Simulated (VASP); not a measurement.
Here is a VASP 6.6.1 calculation.

The input INCAR:

```
SYSTEM = Mg2Zn3O
ALGO = Normal
EDIFF = 1E-6
ENCUT = 600
GGA = PE
GGA_COMPAT = .False.
ISIF = 2
ISMEAR = 0
LASPH = .True.
LCHARG = .True.
LELF = .True.
LREAL = .False.
LVHAR = .True.
LWAVE = .False.
NBANDS = 32
NELM = 120
PREC = Accurate
SIGMA = 0.2
```

The input KPOINTS:

```
k-points
0
Gamma
  4 4 3
  0 0 0
```

The input POSCAR:

```
Mg2Zn3O
1.0
    5.0967091518      0.0000000035      0.0000000000
   -2.5483545789      4.4138795995      0.0000000000
    0.0000000000      0.0000000000      6.6836802743
Mg Zn O
2 3 1
Direct
    0.0000000000      0.0000000000      0.7709512280
    0.0000000000      0.0000000000      0.2290487720
    0.5000000000      0.0000000000      0.0000000000
    0.0000000000      0.5000000000      0.0000000000
    0.5000000000      0.5000000000      0.0000000000
    0.0000000000      0.0000000000      0.5000000000
```

Potentials or basis: VASP PAW PBE potentials, release 64 (Mg, Zn, O).

Command:

```sh
$ cat potpaw_PBE.64/Mg/POTCAR potpaw_PBE.64/Zn/POTCAR potpaw_PBE.64/O/POTCAR > POTCAR
$ mpirun -np 1 vasp_std > vasp.out
```

(1) Estimate the largest force.

(2) Estimate the band gap on the k mesh.

(3) What does it give for the pressure?

Answers

(1) 0.061 eV/Å.

(2) zero (band 23 reaches 0.07 eV, above the bottom of band 24 at -0.81 eV).

(3) -0.1 GPa.
